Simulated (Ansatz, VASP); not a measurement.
## CdTe in VASP and in Ansatz

INCAR

```
SYSTEM = CdTe
  ALGO = Normal
  EDIFF = 1E-7
  ENCUT = 520
  GGA = PS
  ISIF = 2
  ISMEAR = 0
  LASPH = .True.
  LCHARG = .False.
  LREAL = .False.
  LWAVE = .False.
  NBANDS = 16
  NELM = 60
  PREC = Accurate
  SIGMA = 0.01
```

Contents of KPOINTS:

```
k-points
0
Gamma
  6 6 6
  0 0 0
```

File POSCAR:

```
CdTe
1.0
    0.0000000000      3.2781032353      3.2781032353
    3.2781032353      0.0000000000      3.2781032353
    3.2781032353      3.2781032353      0.0000000000
Cd Te
1 1
Direct
    0.0000000000      0.0000000000      0.0000000000
    0.2500000000      0.2500000000      0.2500000000
```

Input for Ansatz:

```yaml
crystal:
  lattice:
    - [0.0, 3.2781032352717974, 3.2781032352717974]
    - [3.2781032352717974, 0.0, 3.2781032352717974]
    - [3.2781032352717974, 3.2781032352717974, 0.0]
  atoms:
    - { symbol: Cd, position: [0.0, 0.0, 0.0] }
    - { symbol: Te, position: [0.25, 0.25, 0.25] }
basis:
  ecutwfc: 500.0
kpoints:
  mp_grid:
    grid: [6, 6, 6]
hamiltonian:
  xc: pbesol
scf:
  occupations:
    method: fixed
output:
  stress: true
```

Alike in both runs: task single point; functional PBEsol; k mesh 6 × 6 × 6; no spin polarisation.

|  | VASP | Ansatz |
| --- | --- | --- |
| version | VASP 6.6.1 | Ansatz 0.2.0 |
| potentials or method | VASP PAW PBE potentials, release 64 (Cd, Te), cutoff 520 eV | plane waves, PAW |
| occupations | gaussian, width 0.01 eV | fixed |
| valence electrons in the cell | 18 | 36 |

```tsv
	VASP	Ansatz	Ansatz less VASP
pressure (GPa)	-1.0	-1.2	-0.15
```

VASP's potentials were made for PBE, not for PBEsol. VASP's potentials hold 18 valence electrons a cell and Ansatz's 36, so a difference there can come from the potentials and not from the codes.

Spin-orbit coupling is off throughout.
